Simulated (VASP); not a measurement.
## TiCo: single point with LDA

Crystal: TiCo.

```xyz
2
Lattice="2.9021 0.0000 0.0000 0.0000 2.9021 0.0000 0.0000 0.0000 2.9021" Properties=species:S:1:pos:R:3 pbc="T T T"
Ti    0.0000    0.0000    0.0000
Co    1.4510    1.4510    1.4510
```

```json
{
 "Program": "VASP 6.6.1",
 "Task": "single point",
 "Functional": "LDA",
 "Potentials or basis": "VASP PAW LDA potentials, release 64 (Ti_sv, Co)",
 "Cutoff": "520 eV",
 "k mesh": "16 × 16 × 16",
 "Occupations": "gaussian, width 0.05 eV",
 "Spin": "collinear spin, ferromagnetic start",
 "Starting moments": "[0.0, 0.27] μB",
 "Dipole correction": "no",
 "Further INCAR settings": "ALGO = Normal; EDIFF = 1e-06; NBANDS = 22"
}
```

```yaml
Pressure: -0.4 GPa
Net_moment: 0.03 μB per cell
Site_moments: Ti +0.00; Co +0.03 μB
Valence_electrons_inside_the_program's_atomic_spheres: Ti 10.43; Co 8.47
```

Levels at points of the mesh, in eV from the Fermi level:
Spin up:
| k point | band 6 | band 7 | band 8 | band 9 | band 10 | band 11 | band 12 | band 13 | band 14 | band 15 |
| --- | --- | --- | --- | --- | --- | --- | --- | --- | --- | --- |
| (0.00, 0.00, 0.00) | -4.23 | -4.23 | -1.61 | -1.61 | -1.61 | 0.83 | 0.83 | 3.02 | 3.02 | 3.02 |
| (0.50, 0.00, 0.00) | -3.89 | -2.67 | -1.68 | -1.68 | -1.13 | -0.96 | 0.19 | 0.67 | 0.67 | 2.42 |
| (0.50, 0.50, 0.00) | -4.09 | -2.68 | -2.68 | -0.68 | -0.16 | 0.89 | 0.89 | 1.34 | 2.87 | 2.87 |
| (0.50, 0.50, 0.50) | -2.61 | -2.61 | -2.33 | -2.33 | -2.33 | -0.64 | -0.64 | 3.46 | 3.46 | 7.77 |
Spin down:
```
           k point  band 7  band 8  band 9  band 10  band 11  band 12  band 13  band 14
(0.00, 0.00, 0.00)   -4.22   -1.60   -1.60    -1.60     0.84     0.84     3.03     3.03
(0.50, 0.00, 0.00)   -2.65   -1.66   -1.66    -1.12    -0.96     0.22     0.67     0.67
(0.50, 0.50, 0.00)   -2.67   -2.67   -0.65    -0.14     0.90     0.90     1.34     2.88
(0.50, 0.50, 0.50)   -2.59   -2.32   -2.32    -2.32    -0.61    -0.61     3.46     3.46
```

It took 4.6 min on 1 thread of AMD EPYC 7R13, with other jobs on the host, peak memory 0.22 GiB.
